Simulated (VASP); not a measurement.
**PbSe: single point with PBE**

PbSe:

```
Pb Se
1.0
     0.00000    3.06215    3.06215
     3.06215    0.00000    3.06215
     3.06215    3.06215    0.00000
Pb Se
1 1
Cartesian
  3.0622 3.0622 3.0622
  0.0000 0.0000 0.0000
```

```
Program             : VASP 6.6.1
Task                : single point
Functional          : PBE
Potentials or basis : VASP PAW PBE potentials, release 64 (Pb_d, Se)
Cutoff              : 520 eV
k mesh              : 10 × 10 × 10
Occupations         : gaussian, width 0.05 eV
Spin                : no spin polarisation
```

* Pressure: 2.3 GPa
* Band gap on the k mesh: 0.30 eV, direct

Levels at points of the mesh, in eV from the valence-band top:
| k point | band 8 | band 9 | band 10 | band 11 | band 12 | band 13 |
| --- | --- | --- | --- | --- | --- | --- |
| (0.00, 0.00, 0.00) | -1.87 | -1.87 | -1.87 | 4.71 | 4.71 | 4.71 |
| (0.50, 0.00, 0.00) | -1.46 | -1.46 | 0.00 | 0.30 | 1.70 | 1.70 |
| (0.50, 0.50, 0.00) | -4.97 | -3.23 | -3.23 | 3.70 | 5.61 | 5.61 |

Run time: 34 s on 1 thread of Intel Xeon 8259CL (shared host), peak memory 0.2 GiB.

Caveat: spin-orbit coupling is left out, which moves the levels of the heavy elements. A k mesh can miss the band edges.
